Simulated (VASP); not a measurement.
# W in VASP: notebook, part 2 of 2

VASP 6.6.1. Earlier steps stand in the parts before.

## 4. Single point, r2SCAN (equal strain along all axes, cell held: -3.0 %)

Contents of POSCAR:

```
W
1.0
    3.0733490381      0.0000000000      0.0000000000
    0.0000000000      3.0733490381      0.0000000000
    0.0000000000      0.0000000000      3.0733490381
W
2
Direct
    0.0000000000      0.0000000000      0.0000000000
    0.5000000000      0.5000000000      0.5000000000
```

Contents of INCAR.step1:

```
SYSTEM = W
  PREC = Accurate
  ENCUT = 520
  ISMEAR = 0
  SIGMA = 0.1
  LREAL = .FALSE.
  LASPH = .TRUE.
  NELM = 80
  NBANDS = 21
  GGA = PE
  ALGO = Normal
  EDIFF = 1E-4
  LWAVE = .TRUE.
  LCHARG = .FALSE.
```

Contents of INCAR.step2:

```
SYSTEM = W
  PREC = Accurate
  ENCUT = 520
  EDIFF = 1E-6
  ISMEAR = 0
  SIGMA = 0.1
  LREAL = .FALSE.
  LASPH = .TRUE.
  NELM = 80
  ALGO = Normal
  ISIF = 2
  LWAVE = .FALSE.
  LCHARG = .TRUE.
  METAGGA = R2SCAN
  LMIXTAU = .TRUE.
  LELF = .TRUE.
  LVHAR = .TRUE.
  NBANDS = 21
  ISTART = 1
```

Contents of KPOINTS:

```
Automatic mesh
0
G
  16 16 16
  0 0 0
```

Potentials or basis: VASP PAW PBE potentials, release 64 (W_sv).

Command:

```bash
$ cat potpaw_PBE.64/W_sv/POTCAR > POTCAR
$ cp INCAR.step1 INCAR
$ mpirun -np 1 vasp_std > vasp.out
$ cp INCAR.step2 INCAR
$ mpirun -np 1 vasp_std > vasp.out
```

OUTCAR:

```text
SYSTEM = W
   PREC = Accurate
   ENCUT = 520
   EDIFF = 1E-6
   ISMEAR = 0
   LREAL = .FALSE.
   LASPH = .TRUE.
   NELM = 80
   ISIF = 2
   METAGGA = R2SCAN
   ISTART = 1

 ion  position               nearest neighbor table
   1  0.000  0.000  0.000-   2 2.66   2 2.66   2 2.66   2 2.66   2 2.66   2 2.66   2 2.66   2 2.66

   2  0.500  0.500  0.500-   1 2.66   1 2.66   1 2.66   1 2.66   1 2.66   1 2.66   1 2.66   1 2.66

  LATTYP: Found a simple cubic cell.
 ALAT       =     3.0733490381

  Lattice vectors:

 A1 = (   3.0733490381,   0.0000000000,   0.0000000000)
 A2 = (   0.0000000000,   3.0733490381,   0.0000000000)
 A3 = (   0.0000000000,   0.0000000000,   3.0733490381)

Analysis of symmetry for initial positions (statically):
=====================================================================
 Subroutine PRICEL returns following result:

  LATTYP: Found a body centered cubic cell.
 ALAT       =     3.0733490381

[... 180 lines left out ...]
  ext. energy  EPLUGINS =         0.00000000
  ---------------------------------------------------
  free energy    TOTEN  =      -102.38938484 eV

  energy without entropy =     -102.38274917  energy(sigma->0) =     -102.38606701

 E-fermi :  12.6563     XC(G=0): -15.5406

 val. band max:       12.6424369151   @ k =   0.3125   0.0625   0.0625
 cond. band min:      12.6668215736   @ k =   0.4375   0.4375   0.0000
 fundamental gap:      0.0243846585
 Fermi energy:        12.6563164127

 k-point     1 :       0.0000    0.0000    0.0000
  band No.  band energies     occupation
      1     -63.4059      2.00000
      2     -63.0240      2.00000
      3     -27.3510      2.00000
      4     -27.3510      2.00000
      5     -27.3510      2.00000
      6     -26.0997      2.00000
[... 565 lines left out ...]
     20      17.0530      0.00000
     21      27.9933      0.00000

 [... further k-points ...]

------------------------ aborting loop because EDIFF is reached ----------------------------------------

  FORCE on cell =-STRESS in cart. coord.  units (eV):
  Direction    XX          YY          ZZ          XY          YZ          ZX
  --------------------------------------------------------------------------------------
  -------------------------------------------------------------------------------------
  Total        6.7382723      6.7382723      6.7382723      0.0000000      0.0000000     -0.0000000
  in kB      371.8976893    371.8976893    371.8976893      0.0000000      0.0000000     -0.0000000
  external PRESSURE =     371.8976893 kB  Pullay stress =       0.0000000 kB

 VOLUME and BASIS-vectors are now :
 -----------------------------------------------------------------------------
  energy-cutoff  :      520.00
  volume of cell :       29.03
      direct lattice vectors                 reciprocal lattice vectors
     3.073349038  0.000000000  0.000000000     0.325377947  0.000000000  0.000000000
     0.000000000  3.073349038  0.000000000     0.000000000  0.325377947  0.000000000
     0.000000000  0.000000000  3.073349038     0.000000000  0.000000000  0.325377947

 POSITION                                       TOTAL-FORCE (eV/Angst)
 -----------------------------------------------------------------------------------
      0.00000      0.00000      0.00000        -0.000000     -0.000000     -0.000000
      1.53667      1.53667      1.53667         0.000000      0.000000      0.000000
 -----------------------------------------------------------------------------------
    total drift:                                0.000000      0.000000     -0.000000

  FREE ENERGIE OF THE ION-ELECTRON SYSTEM (eV)
  ---------------------------------------------------
  free  energy   TOTEN  =      -102.3893848376 eV

  energy  without entropy=     -102.3827491733  energy(sigma->0) =     -102.38606701
```

OUTCAR.step1:

```text
SYSTEM = W
   PREC = Accurate
   ENCUT = 520
   ISMEAR = 0
   LREAL = .FALSE.
[... 818 lines left out ...]
      0.00000      0.00000      0.00000         0.000000      0.000000      0.000000
      1.53667      1.53667      1.53667        -0.000000     -0.000000     -0.000000
 -----------------------------------------------------------------------------------
    total drift:                                0.000000      0.000000     -0.000000

  FREE ENERGIE OF THE ION-ELECTRON SYSTEM (eV)
  ---------------------------------------------------
  free  energy   TOTEN  =       -25.5220051901 eV

  energy  without entropy=      -25.5147272261  energy(sigma->0) =      -25.51836621
```

Run time: 97 s. Hardware: 1 thread of Intel Xeon Platinum 8559C (Emerald Rapids), shared host; peak memory 0.2 GiB.

Results:

| Property | Result |
| --- | --- |
| Free energy | -102.3894 eV |
| Pressure | 37.2 GPa |
| Band gap on the k mesh | zero (bands 14 and 15 overlap by 1.56 eV) |

Caveat: the cell differs from its parent crystal (equal strain along all axes, cell held: -3.0 %); the cell stands under pressure; the PAW data sets were made with another functional, which shifts forces and pressure a little; spin-orbit coupling is left out, which moves the levels of the heavy elements.

## 5. Single point, r2SCAN (equal strain along all axes, cell held: -2.0 %)

Contents of POSCAR:

```
W
1.0
    3.1050330488      0.0000000000      0.0000000000
    0.0000000000      3.1050330488      0.0000000000
    0.0000000000      0.0000000000      3.1050330488
W
2
Direct
    0.0000000000      0.0000000000      0.0000000000
    0.5000000000      0.5000000000      0.5000000000
```

Contents of INCAR.step1:

```
SYSTEM = W
ALGO     = Normal         ! electronic algorithm
EDIFF    = 1E-4           ! SCF threshold, eV
ENCUT    = 520            ! plane-wave cutoff, eV
GGA      = PE             ! functional
ISMEAR   = 0              ! smearing method
LASPH    = .True.         ! aspherical terms in the spheres
LCHARG   = .False.        ! write CHGCAR
LREAL    = .False.        ! projectors in reciprocal space
LWAVE    = .True.         ! write WAVECAR
NBANDS   = 21             ! bands
NELM     = 100            ! most SCF steps
PREC     = Accurate       ! precision mode
SIGMA    = 0.1            ! smearing width, eV
```

Contents of INCAR.step2:

```
SYSTEM = W
ALGO     = Normal         ! electronic algorithm
EDIFF    = 1E-7           ! SCF threshold, eV
ENCUT    = 520            ! plane-wave cutoff, eV
ISIF     = 2              ! what is computed and relaxed
ISMEAR   = 0              ! smearing method
ISTART   = 1            
LASPH    = .True.         ! aspherical terms in the spheres
LCHARG   = .True.         ! write CHGCAR
LELF     = .True.         ! ELF
LMIXTAU  = .True.       
LREAL    = .False.        ! projectors in reciprocal space
LVHAR    = .True.       
LWAVE    = .False.        ! write WAVECAR
METAGGA  = R2SCAN         ! meta-GGA
NBANDS   = 21             ! bands
NELM     = 100            ! most SCF steps
PREC     = Accurate       ! precision mode
SIGMA    = 0.1            ! smearing width, eV
```

Contents of KPOINTS:

```
k-points
0
Gamma
  16 16 16
  0 0 0
```

Command:

```bash
$ cat potpaw_PBE.64/W_sv/POTCAR > POTCAR
$ cp INCAR.step1 INCAR
$ mpirun -np 1 vasp_std > vasp.out
$ cp INCAR.step2 INCAR
$ mpirun -np 1 vasp_std > vasp.out
```

Run time: 97 s. Hardware: 1 thread of Intel Xeon Platinum 8559C (Emerald Rapids), shared host; peak memory 0.2 GiB.

It converged, with:

| Property | Result |
| --- | --- |
| Free energy | -102.5613 eV |
| Pressure | 23.7 GPa |
| Band gap on the k mesh | zero (bands 14 and 15 overlap by 1.39 eV) |

Levels at points of the mesh, in eV from the Fermi level:
| k point | band 12 | band 13 | band 14 | band 15 | band 16 | band 17 |
| --- | --- | --- | --- | --- | --- | --- |
| (0.00, 0.00, 0.00) | -1.43 | -1.43 | -1.43 | 2.65 | 2.65 | 5.73 |
| (0.50, 0.00, 0.00) | -3.18 | -0.67 | -0.67 | -0.67 | -0.67 | 1.45 |
| (0.50, 0.50, 0.00) | -4.09 | 0.72 | 0.72 | 2.53 | 2.53 | 3.65 |
| (0.50, 0.50, 0.50) | -3.37 | -3.37 | -3.37 | 3.85 | 3.85 | 3.85 |

Caveat: the cell differs from its parent crystal (equal strain along all axes, cell held: -2.0 %); the cell stands under pressure; the PAW data sets were made with another functional, which shifts forces and pressure a little; spin-orbit coupling is left out, which moves the levels of the heavy elements.

## 6. Overview

```csv
cell,gap on the mesh (eV),pressure (GPa)
"a = 3.137, b = 3.137, c = 3.196 Å, 2 atoms",none,5.2
"a = 3.200, b = 3.200, c = 3.144 Å, 2 atoms",none,-2.4
"a = 3.073 Å, 2 atoms",none,37.2
"a = 3.105 Å, 2 atoms",none,23.7
```

Alike in all rows: task single point; level r2SCAN; potentials or basis VASP PAW PBE potentials, release 64 (W_sv); no spin polarisation; k mesh 16 × 16 × 16; cutoff (eV) 520; smearing gaussian 0.1 eV.

Caveats: the PAW data sets were made with another functional, which shifts forces and pressure a little; spin-orbit coupling is left out, which moves the levels of the heavy elements; the cell stands under pressure (at least some runs); the stress differs along the axes, from 1 to 7 GPa (at least some runs); the stress differs along the axes, from -4 to 1 GPa (at least some runs).

Total energies depend on the potentials used, so only differences within one code and one set of settings carry meaning.

The gap in the log of VASP goes by the Fermi energy; the results here count the filled bands.